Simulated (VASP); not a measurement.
AlNi, 2 atoms in the cell. Symmetry: Cmmm, No. 65, orthorhombic system. Conventional cell: a = 3.800 Å, b = 3.906 Å, c = 3.099 Å, α = 90.00°, β = 90.00°, γ = 90.00°. Within 3.2 Å of Al (site symmetry mmm) lie 8 Ni at 2.45 to 2.49 Å and 6 Al at 2.72 to 3.10 Å. Ni (site symmetry mmm) has 8 Al at 2.45 to 2.49 Å and 6 Ni at 2.72 to 3.10 Å within 3.2 Å.  This cell differs from its parent crystal: strain -0.0200 x Voigt [1, 0, 0, 0, 0, 0].

```yaml
Program: VASP 6.6.1
Task: single point
Functional: r2SCAN
Potentials_or_basis: VASP PAW PBE potentials, release 64 (Al, Ni)
Cutoff: 520 eV
k_mesh: 18 × 18 × 16
Occupations: gaussian, width 0.15 eV
Spin: no spin polarisation
Dipole_correction: no
Further_INCAR_settings: ALGO = Normal; EDIFF = 1e-07; NBANDS = 14
```

Potentials or basis: VASP PAW PBE potentials, release 64 (Al, Ni).

Command:

```sh
$ cat potpaw_PBE.64/Al/POTCAR potpaw_PBE.64/Ni/POTCAR > POTCAR
$ cp INCAR.step1 INCAR
$ mpirun -np 1 vasp_std > vasp.out
$ cp INCAR.step2 INCAR
$ mpirun -np 1 vasp_std > vasp.out
```

Hardware: 1 thread of Intel(R) Xeon(R) 6975P-C (Granite Rapids), with other jobs on the host.

Task: How long does it take, and how much memory?

Result: Wall time 5 min on 1 thread of Intel(R) Xeon(R) 6975P-C (Granite Rapids), with other jobs on the host, peak memory 0.37 GiB. Counts: k points 819.
